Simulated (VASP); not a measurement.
A run of VASP 6.6.1:

Contents of POSCAR:

```
PbS
1.0
    2.0799526950     -5.9912968650      0.0000000000
    2.0799526950      5.9912968650      0.0000000000
    0.0000000000      0.0000000000      4.2793209400
Pb S
2 2
Direct
    0.1305633500      0.8694366500      0.2500000000
    0.8694366500      0.1305633500      0.7500000000
    0.3547970900      0.6452029100      0.2500000000
    0.6452029100      0.3547970900      0.7500000000
```

INCAR.step1

```
SYSTEM = PbS
PREC = Accurate
ENCUT = 520
EDIFF = 1E-5
ISMEAR = -1
SIGMA = 0.05
LREAL = .FALSE.
LASPH = .TRUE.
NELM = 100
ALGO = Normal
ISIF = 2
LWAVE = .TRUE.
LCHARG = .FALSE.
GGA = PE
NBANDS = 28
LUSENCCL = .FALSE.
```

INCAR.step2

```
SYSTEM = PbS
PREC = Accurate
ENCUT = 520
EDIFF = 1E-7
ISMEAR = -1
SIGMA = 0.05
LREAL = .FALSE.
LASPH = .TRUE.
NELM = 100
ALGO = Normal
ISIF = 2
LWAVE = .FALSE.
LCHARG = .FALSE.
GGA = PS
LHFCALC = .TRUE.
AEXX = 0.25
PRECFOCK = Normal
ISTART = 1
NBANDS = 28
LUSENCCL = .FALSE.
```

Contents of KPOINTS:

```
regular mesh
0
G
  4 4 4
  0 0 0
```

Potentials or basis: VASP PAW PBE potentials, release 64 (Pb_d, S).

Run with:

```console
$ cat potpaw_PBE.64/Pb_d/POTCAR potpaw_PBE.64/S/POTCAR > POTCAR
$ cp INCAR.step1 INCAR
$ mpirun -np 1 vasp_std > vasp.out
$ cp INCAR.step2 INCAR
$ mpirun -np 1 vasp_std > vasp.out
```

Hardware: 1 × NVIDIA H100 80GB with 1 thread of AMD EPYC 7R13 Processor (Zen 3), with other jobs on the host.

**Question.** Estimate the wall time of this run.

**Answer.** Run time: 16 min on 1 × NVIDIA H100 80GB with 1 thread of AMD EPYC 7R13 Processor (Zen 3), with other jobs on the host, peak memory 1.3 GiB. Counts: k points 21.
